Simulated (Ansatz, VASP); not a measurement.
# One calculation of In4Ru, two programs

```
In Ru
1.0
     4.49362   -4.41057    0.00000
     4.49362    4.41057    0.00000
     0.00000    0.00000    3.19464
In Ru
4 1
Direct
  0.75434 0.24566 0.50000
  0.24566 0.75434 0.50000
  0.29694 0.29694 0.00000
  0.70306 0.70306 0.00000
  0.00000 0.00000 0.00000
```

Change from the starting cell: species swapped into the OsCl4 type (Cmmm, No. 65).

Alike in both runs: functional PBE; k mesh 3 × 3 × 5; occupations gaussian, width 0.2 eV; no spin polarisation.

Ansatz relaxed the structure, and its values are those at the end. VASP's run is a single point on that final structure, the one shown.

|  | VASP | Ansatz |
| --- | --- | --- |
| version | VASP 6.6.1 | Ansatz 0.2.0 |
| potentials or method | VASP PAW PBE potentials, release 64 (In_d, Ru_pv), cutoff 520 eV | scalar-relativistic, plane waves, PAW |
| valence electrons in the cell | 66 | 68 |

```csv
,VASP,Ansatz,Ansatz less VASP
gap on the k mesh at the Fermi level (eV),none,none,-
pressure (GPa),0.1,0.1,0.00
rms of the force components (eV/Å),0.012,0.009,-0.0031
```

A gap of «none» marks a metal or a gap that the smearing closes. With one functional, cell and mesh, what is left measures potentials, basis and numerics. VASP's potentials hold 66 valence electrons a cell and Ansatz's 68, so a difference there can come from the potentials and not from the codes.

The k mesh is coarse, so the values compare programs but aren't converged.
